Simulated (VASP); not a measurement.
A run of VASP 6.6.1 is set up as follows.

The input INCAR:

```
PREC = Accurate
ENCUT = 520
EDIFF = 1E-6
ISMEAR = -1
SIGMA = 0.05
LREAL = False
LASPH = True
NELM = 80
ALGO = Normal
ISIF = 2
LWAVE = False
LCHARG = True
GGA = PS
LELF = True
LVHAR = True
NBANDS = 60
```

KPOINTS

```
regular mesh
0
Gamma
  8 8 8
```

Contents of POSCAR:

```
TiO2
1.0
   -4.3507577183      4.3507577183      1.8875555959
    4.3507577183     -4.3507577183      1.8875555959
    4.3507577183      4.3507577183     -1.8875555959
Ti O
4 8
Direct
    0.2922817050      0.9971447550      0.2894264600
    0.0028552450      0.2922817050      0.2951369500
    0.9971447550      0.7077182950      0.7048630500
    0.7077182950      0.0028552450      0.7105735400
    0.4988638250      0.8492152850      0.3480791100
    0.1616620200      0.1596026000      0.3212646200
    0.1507847150      0.4988638250      0.6496485400
    0.1596026000      0.8383379800      0.9979405800
    0.8403974000      0.1616620200      0.0020594200
    0.8492152850      0.5011361750      0.3503514600
    0.8383379800      0.8403974000      0.6787353800
    0.5011361750      0.1507847150      0.6519208900
```

Potentials or basis: VASP PAW PBE potentials, release 64 (Ti_sv, O).

Command:

```console
$ cat potpaw_PBE.64/Ti_sv/POTCAR potpaw_PBE.64/O/POTCAR > POTCAR
$ mpirun -np 1 vasp_std > vasp.out
```

(1) Estimate the band gap on the k mesh.

(2) Predict the largest force.

Results:

(1) 1.56 eV, indirect (least direct gap 2.26 eV).

(2) 0.069 eV/Å.

Caveat: the PAW data sets were made with another functional, which shifts forces and pressure a little.
